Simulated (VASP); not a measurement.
Wanted: the native input for a VASP 6.6.1 run.

- Task: single point
- Functional: PBE
- Potentials or basis: VASP PAW PBE potentials, release 64 (H, Pb_d, N, O)
- Cutoff: 520 eV
- k mesh: 6 × 6 × 4
- Occupations: gaussian, width 0.02 eV
- Spin: no spin polarisation
- Dipole correction: no
- Further INCAR settings: ALGO = Normal; EDIFF = 1e-06; NBANDS = 31

The structure of HPbNO4 lies in POSCAR:

```
HPbNO4
1.0
    4.1992333042      0.1111690396      0.1681686480
    1.9160031303      3.8913215333      0.1256812733
    1.7608518629      1.2525922712      6.3726651046
H Pb N O
1 1 1 4
Direct
    0.8914524693      0.6820195829      0.6279641989
    0.1442604633      0.9287200241      0.8835175531
    0.2566946597      0.2886125609      0.3017057778
    0.8310816001      0.6505605158      0.7840518991
    0.3869424009      0.2238031025      0.1129480976
    0.3110391556      0.0357624470      0.4585633194
    0.0772633809      0.6063281167      0.3227509643
```

These files were run (other wordings do the same):

INCAR

```
ALGO = Normal ; EDIFF = 1E-6
ENCUT = 520 ; GGA = PE
ISIF = 2 ; ISMEAR = 0
LASPH = T ; LCHARG = F
LREAL = F ; LWAVE = F
NBANDS = 31 ; NELM = 60
PREC = Accurate ; SIGMA = 0.02
```

KPOINTS

```
k-points
0
Gamma
  6 6 4
```

Potentials or basis: VASP PAW PBE potentials, release 64 (H, Pb_d, N, O).

Command:

```bash
$ cat potpaw_PBE.64/H/POTCAR potpaw_PBE.64/Pb_d/POTCAR potpaw_PBE.64/N/POTCAR potpaw_PBE.64/O/POTCAR > POTCAR
$ mpirun -np 1 vasp_std > vasp.out
```

It gave:

```
Pressure               : 0.6 GPa
Largest force          : 0.423 eV/Å
Band gap on the k mesh : 2.79 eV, direct
```

Caveat: the standard files for N, O and F lose accuracy on very short bonds; spin-orbit coupling is left out, which moves the levels of the heavy elements.

It took 4.3 min on 1 thread of Oxide Virtual Turin-like Processor (shared host), peak memory 0.33 GiB.
